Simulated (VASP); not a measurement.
# AlCr2C (P6_3/mmc) in VASP: a series of runs

The runs below take AlCr2C through single point, with PBEsol.

All numbers are computed with VASP 6.6.1; they aren't measurements. Logs are shortened: lines on timing, memory, paths and dates and some standing lists are left out, and cuts for length are marked.

### Step 1. The cell of the first run

The structure is hexagonal, space group P6_3/mmc (No. 194). Conventional cell: a = 2.754 Å, b = 2.754 Å, c = 12.345 Å, α = 90.00°, β = 90.00°, γ = 120.00°. Within 3.4 Å of Al (site symmetry -6m2) lie 6 Cr at 2.57 Å and 6 Al at 2.75 Å. Cr (site symmetry 3m) has 3 C at 1.92 Å within 2.5 Å. Within 2.5 Å of C (site symmetry -3m) lie 6 Cr at 1.92 Å.

### Step 2. Single point, PBEsol (volume scaled by 0.94, then relaxed in part)

INCAR

```
PREC     = Accurate       # precision mode
ENCUT    = 520            # plane-wave cutoff, eV
EDIFF    = 1E-6           # SCF threshold, eV
ISMEAR   = 0              # smearing method
SIGMA    = 0.1            # smearing width, eV
LREAL    = F              # projectors in reciprocal space
LASPH    = T              # aspherical terms in the spheres
NELM     = 60             # most SCF steps
ALGO     = Normal         # electronic algorithm
ISIF     = 2              # what is computed and relaxed
LWAVE    = F              # write WAVECAR
LCHARG   = T              # write CHGCAR
GGA      = PS             # functional
LELF     = T              # ELF
LVHAR    = T            
NBANDS   = 41             # bands
```

KPOINTS

```
Automatic mesh
0
Gamma
  12 12 4
```

POSCAR

```
AlCr2C
1.0
    2.7539940279      0.0000000000      0.0000000000
   -1.3769970139      2.3850287901      0.0000000000
    0.0000000000      0.0000000000     12.3453902307
Al Cr C
2 4 2
Direct
    0.6666666667      0.3333333333      0.2500000000
    0.3333333333      0.6666666667      0.7500000000
    0.3333333333      0.6666666667      0.4133718806
    0.6666666667      0.3333333333      0.9133718806
    0.6666666667      0.3333333333      0.5866281194
    0.3333333333      0.6666666667      0.0866281194
    0.0000000000      0.0000000000      0.5000000000
    0.0000000000      0.0000000000      0.0000000000
```

Potentials or basis: VASP PAW PBE potentials, release 64 (Al, Cr_pv, C).

On the command line:

```console
$ cat potpaw_PBE.64/Al/POTCAR potpaw_PBE.64/Cr_pv/POTCAR potpaw_PBE.64/C/POTCAR > POTCAR
$ mpirun -np 1 vasp_std > vasp.out
```

OUTCAR:

```text
PREC = Accurate
   ENCUT = 520
   EDIFF = 1E-6
   ISMEAR = 0
   LREAL = F
   LASPH = T
   NELM = 60
   ISIF = 2
   GGA = PS

 ion  position               nearest neighbor table
   1  0.667  0.333  0.250-   3 2.57   6 2.57   3 2.57   6 2.57   3 2.57   6 2.57
   2  0.333  0.667  0.750-   4 2.57   5 2.57   4 2.57   5 2.57   4 2.57   5 2.57
   3  0.333  0.667  0.413-   7 1.92   7 1.92   7 1.92   1 2.57   1 2.57   1 2.57   5 2.67   5 2.67
                             5 2.67
   4  0.667  0.333  0.913-   8 1.92   8 1.92   8 1.92   2 2.57   2 2.57   2 2.57   6 2.67   6 2.67
                             6 2.67
   5  0.667  0.333  0.587-   7 1.92   7 1.92   7 1.92   2 2.57   2 2.57   2 2.57   3 2.67   3 2.67
                             3 2.67
   6  0.333  0.667  0.087-   8 1.92   8 1.92   8 1.92   1 2.57   1 2.57   1 2.57   4 2.67   4 2.67
                             4 2.67
   7  0.000  0.000  0.500-   3 1.92   5 1.92   5 1.92   3 1.92   5 1.92   3 1.92
   8  0.000  0.000  0.000-   4 1.92   6 1.92   4 1.92   6 1.92   4 1.92   6 1.92

  LATTYP: Found a hexagonal cell.
 ALAT       =     2.7539940279
 C/A-ratio  =     4.4827222229

  Lattice vectors:

 A1 = (   2.7539940279,   0.0000000000,   0.0000000000)
 A2 = (  -1.3769970139,   2.3850287901,   0.0000000000)
 A3 = (   0.0000000000,   0.0000000000,  12.3453902307)

Analysis of symmetry for initial positions (statically):
=====================================================================
 Subroutine PRICEL returns:
 Original cell was already a primitive cell.

 Routine SETGRP: Setting up the symmetry group for a
 hexagonal supercell.

 Subroutine GETGRP returns: Found 24 space group operations
 (whereof 12 operations were pure point group operations)
 out of a pool of 24 trial point group operations.

The static configuration has the point symmetry D_3d.
 The point group associated with its full space group is D_6h.

Analysis of symmetry for dynamics (positions and initial velocities):
=====================================================================
 Subroutine PRICEL returns:
 Original cell was already a primitive cell.

 Routine SETGRP: Setting up the symmetry group for a
 hexagonal supercell.

 Subroutine GETGRP returns: Found 24 space group operations
 (whereof 12 operations were pure point group operations)
 out of a pool of 24 trial point group operations.

The dynamic configuration has the point symmetry D_3d.
 The point group associated with its full space group is D_6h.

 Subroutine INISYM returns: Found 24 space group operations
 (whereof 12 operations are pure point group operations),
 and found     1 'primitive' translations

[... 109 lines left out ...]
   NSW    =      0    number of steps for IOM
   IBRION =     -1    ionic relax: 0-MD 1-quasi-New 2-CG
   NFREE  =      0    steps in history (QN), initial steepest desc. (CG)
   ISIF   =      2    stress and relaxation
   ISYM   =      2    0-nonsym 1-usesym 2-fastsym
   POTIM  = 0.5000    time-step for ionic-motion
   TEBEG  =    0.0;   TEEND  =   0.0 temperature during run
   PSTRESS=    0.0 pullay stress
   NELECT =      62.0000    total number of electrons
   NUPDOWN=      -1.0000    fix difference up-down
   EMIN   =  10.00;   EMAX   =-10.00  energy-range for DOS
   EFERMI =   0.00;   METHOD = LEGACY
   ISMEAR =     0;   SIGMA  =   0.10  broadening in eV -4-tet -1-fermi 0-gaus
   EFERMI_NEDOS =   21; number of points for ismear=-14 and -15
   IALGO  =     38    algorithm
   IMIX   =      4    mixing-type and parameters
     AMIX     =   0.40;   BMIX     =  1.00
     AMIX_MAG =   1.60;   BMIX_MAG =  1.00
  volume/ion in A,a.u.               =      10.14        68.40
  Fermi-wavevector in a.u.,A,eV,Ry     =   1.496988  2.828897 30.490280  2.240972
  Thomas-Fermi vector in A             =   2.608934
   LORBIT       =      0    0 simple, 1 ext, 2 COOP (PROOUT), +10 PAW based schemes
   GGA     = PS    functional components
   LHFCALC =     F    Hartree Fock is set to
   AEXX    =    0.0000 exact exchange contribution
   IVDW    =     0    specifies the selected vdW correction
   LEPSILON=     F    determine dielectric tensor
   LRPA    =     F    only Hartree local field effects (RPA)
 non-spin polarized calculation
 Gauss-broadening in eV      SIGMA  =   0.10
  energy-cutoff  :      520.00
  volume of cell :       81.09
 maximum number of plane-waves:      2207
   NGX = 11   NGY = 11   NGZ = 45

 number of electron      62.0000025 magnetization

 Free energy of the ion-electron system (eV)
  ---------------------------------------------------
  ext. energy  EPLUGINS =         0.00000000
  ---------------------------------------------------
  free energy    TOTEN  =       -70.05070983 eV

  energy without entropy =      -70.02288224  energy(sigma->0) =      -70.03679603

 E-fermi :  10.9979     XC(G=0): -13.0548

 val. band max:       10.9898556096   @ k =   0.3333   0.0000   0.0000
 cond. band min:      11.0115484848   @ k =   0.1667   0.0833   0.2500
 fundamental gap:      0.0216928751
 Fermi energy:        10.9978881727

 k-point     1 :       0.0000    0.0000    0.0000
  band No.  band energies     occupation
      1     -32.2902      2.00000
      2     -32.2875      2.00000
      3     -31.9735      2.00000
      4     -31.9735      2.00000
      5     -31.9734      2.00000
      6     -31.9734      2.00000
[... 1045 lines left out ...]
     40      14.2415      0.00000
     41      14.7242      0.00000

 [... further k-points ...]
[... 5 lines left out ...]
  --------------------------------------------------------------------------------------
  -------------------------------------------------------------------------------------
  Total        7.3215895      7.3215895      7.2369618      0.0000000      0.0000000      0.0000000
  in kB      144.6620160    144.6620160    142.9899196      0.0000000      0.0000000      0.0000000
  external PRESSURE =     144.1046505 kB  Pullay stress =       0.0000000 kB

 VOLUME and BASIS-vectors are now :
 -----------------------------------------------------------------------------
  energy-cutoff  :      520.00
  volume of cell :       81.09
      direct lattice vectors                 reciprocal lattice vectors
     2.753994028  0.000000000  0.000000000     0.363108994  0.209641075  0.000000000
    -1.376997014  2.385028790  0.000000000     0.000000000  0.419282150  0.000000000
     0.000000000  0.000000000 12.345390231     0.000000000  0.000000000  0.081001895

 POSITION                                       TOTAL-FORCE (eV/Angst)
 -----------------------------------------------------------------------------------
      1.37700      0.79501      3.08635         0.000000      0.000000     -0.000000
     -0.00000      1.59002      9.25904        -0.000000     -0.000000     -0.000000
     -0.00000      1.59002      5.10324        -0.000000     -0.000000     -0.043708
      1.37700      0.79501     11.27593         0.000000     -0.000000     -0.043708
      1.37700      0.79501      7.24215        -0.000000      0.000000      0.043708
     -0.00000      1.59002      1.06946         0.000000      0.000000      0.043708
      0.00000      0.00000      6.17270        -0.000000      0.000000     -0.000000
      0.00000      0.00000      0.00000        -0.000000      0.000000     -0.000000
 -----------------------------------------------------------------------------------
    total drift:                                0.000000     -0.000000      0.000000

  FREE ENERGIE OF THE ION-ELECTRON SYSTEM (eV)
  ---------------------------------------------------
  free  energy   TOTEN  =       -70.0507098291 eV

  energy  without entropy=      -70.0228822387  energy(sigma->0) =      -70.03679603
```

OSZICAR:

```text
N       E                     dE             d eps       ncg     rms          rms(c)
DAV:   1     0.756194583536E+03    0.75619E+03   -0.33385E+04  4674   0.172E+03
DAV:   2    -0.181846718196E+02   -0.77438E+03   -0.74456E+03  4692   0.523E+02
DAV:   3    -0.838004401173E+02   -0.65616E+02   -0.63496E+02  6006   0.152E+02
DAV:   4    -0.859762245880E+02   -0.21758E+01   -0.21517E+01  5841   0.260E+01
DAV:   5    -0.860197143032E+02   -0.43490E-01   -0.43458E-01  5788   0.397E+00    0.494E+01
DAV:   6    -0.760569641787E+02    0.99628E+01   -0.20264E+02  6118   0.971E+01    0.198E+01
DAV:   7    -0.707641280126E+02    0.52928E+01   -0.62694E+01  5826   0.577E+01    0.110E+01
DAV:   8    -0.701195217802E+02    0.64461E+00   -0.44243E+00  5573   0.134E+01    0.319E+00
DAV:   9    -0.700546089613E+02    0.64913E-01   -0.46172E-01  6177   0.425E+00    0.744E-01
DAV:  10    -0.700511005565E+02    0.35084E-02   -0.31838E-02  5662   0.141E+00    0.263E-01
DAV:  11    -0.700507358803E+02    0.36468E-03   -0.31584E-03  6624   0.278E-01    0.956E-02
DAV:  12    -0.700507102865E+02    0.25594E-04   -0.25650E-04  6405   0.123E-01    0.242E-02
DAV:  13    -0.700507116163E+02   -0.13298E-05   -0.23854E-05  6096   0.366E-02    0.949E-03
DAV:  14    -0.700507097670E+02    0.18493E-05   -0.19147E-06  3829   0.132E-02    0.178E-03
DAV:  15    -0.700507098291E+02   -0.62031E-07   -0.44943E-07  2753   0.488E-03
   1 F= -.70050710E+02 E0= -.70036796E+02  d E =-.278276E-01
```

stdout:

```text
POSCAR found type information on POSCAR AlCrC
 POSCAR found :  3 types and       8 ions
 scaLAPACK will be used
 -----------------------------------------------------------------------------
|                                                                             |
|                                                                             |
|     You enforced a specific xc type in the INCAR file but a different       |
|     I HOPE YOU KNOW WHAT YOU ARE DOING!                                     |
|                                                                             |
 -----------------------------------------------------------------------------

 LDA part: xc-table for (Slater+PW92), standard interpolation
 POSCAR, INCAR and KPOINTS ok, starting setup
 FFT: planning ... GRIDC
 FFT: planning ... GRID_SOFT
 FFT: planning ... GRID
 WAVECAR not read
 entering main loop
```

Run time: 3.1 min. Hardware: 1 thread of Intel Xeon 6975P-C, shared host; peak memory 0.29 GiB.

What came out:

| Item | Value |
| --- | --- |
| Free energy | -70.0507 eV |
| Pressure | 14.4 GPa |
| Largest force | 0.044 eV/Å |
| Band gap on the k mesh | zero (band 31 reaches 11.44 eV, above the bottom of band 32 at 10.53 eV) |

Forces on the atoms (eV/Å):
```
Al   0.000  0.000  0.000
Al   0.000  0.000  0.000
Cr   0.000  0.000 -0.044
Cr   0.000  0.000 -0.044
Cr   0.000  0.000  0.044
Cr   0.000  0.000  0.044
C    0.000  0.000  0.000
C    0.000  0.000  0.000
```

Stress tensor (GPa, compression positive):
```
14.47  0.00  0.00
 0.00 14.47  0.00
 0.00  0.00 14.30
```

Caveat: the PAW data sets were made with another functional, which shifts forces and pressure a little.

### Step 3. Single point, PBEsol (volume scaled by 0.97, then relaxed in part)

INCAR

```
PREC     = Accurate       # precision mode
ENCUT    = 520            # plane-wave cutoff, eV
EDIFF    = 1E-7           # SCF threshold, eV
ISMEAR   = 0              # smearing method
SIGMA    = 0.1            # smearing width, eV
LREAL    = F              # projectors in reciprocal space
LASPH    = T              # aspherical terms in the spheres
NELM     = 100            # most SCF steps
ALGO     = Normal         # electronic algorithm
ISIF     = 2              # what is computed and relaxed
LWAVE    = F              # write WAVECAR
LCHARG   = F              # write CHGCAR
GGA      = PS             # functional
NBANDS   = 41             # bands
```

KPOINTS is that of step 2.

POSCAR

```
AlCr2C
1.0
    2.7843494160      0.0000000000      0.0000000000
   -1.3921747080      2.4113173273      0.0000000000
    0.0000000000      0.0000000000     12.4631327475
Al Cr C
2 4 2
Direct
    0.6666666667      0.3333333333      0.2500000000
    0.3333333333      0.6666666667      0.7500000000
    0.3333333333      0.6666666667      0.4144969714
    0.6666666667      0.3333333333      0.9144969714
    0.6666666667      0.3333333333      0.5855030286
    0.3333333333      0.6666666667      0.0855030286
    0.0000000000      0.0000000000      0.5000000000
    0.0000000000      0.0000000000      0.0000000000
```

Potentials or basis: VASP PAW PBE potentials, release 64 (Al, Cr_pv, C).

On the command line:

```console
$ cat potpaw_PBE.64/Al/POTCAR potpaw_PBE.64/Cr_pv/POTCAR potpaw_PBE.64/C/POTCAR > POTCAR
$ mpirun -np 1 vasp_std > vasp.out
```

It took 3.8 min on 1 thread of Intel Xeon 6975P-C, shared host; peak memory 0.32 GiB.

Results (log left out):

| Property | Result |
| --- | --- |
| Free energy | -70.2184 eV |
| Pressure | 6.7 GPa |
| Largest force | 0.039 eV/Å |
| Band gap on the k mesh | zero (band 31 reaches 11.03 eV, above the bottom of band 32 at 10.12 eV) |

Forces in eV/Å, atoms in the order of the input:
```
Al   0.000  0.000  0.000
Al   0.000  0.000  0.000
Cr   0.000  0.000 -0.039
Cr   0.000  0.000 -0.039
Cr   0.000  0.000  0.039
Cr   0.000  0.000  0.039
C    0.000  0.000  0.000
C    0.000  0.000  0.000
```

Stress tensor (GPa, compression positive):
```
6.77 0.00 0.00
0.00 6.77 0.00
0.00 0.00 6.59
```

Levels at points of the mesh, in eV from the Fermi level:
| k point | band 29 | band 30 | band 31 | band 32 | band 33 | band 34 |
| --- | --- | --- | --- | --- | --- | --- |
| (0.00, 0.00, 0.00) | -1.10 | -1.10 | -0.21 | -0.21 | -0.18 | -0.18 |
| (0.50, 0.00, 0.00) | 0.14 | 0.33 | 0.45 | 0.46 | 0.93 | 0.95 |
| (0.00, 0.00, 0.50) | -1.11 | -1.11 | -0.19 | -0.19 | -0.19 | -0.19 |
| (0.50, 0.00, 0.50) | 0.31 | 0.31 | 0.38 | 0.38 | 0.94 | 0.94 |

Caveat: the PAW data sets were made with another functional, which shifts forces and pressure a little. Spin polarisation is off, so any magnetic state and its effect on volume and gap are missing.

(Continued in part 2 of 3.)
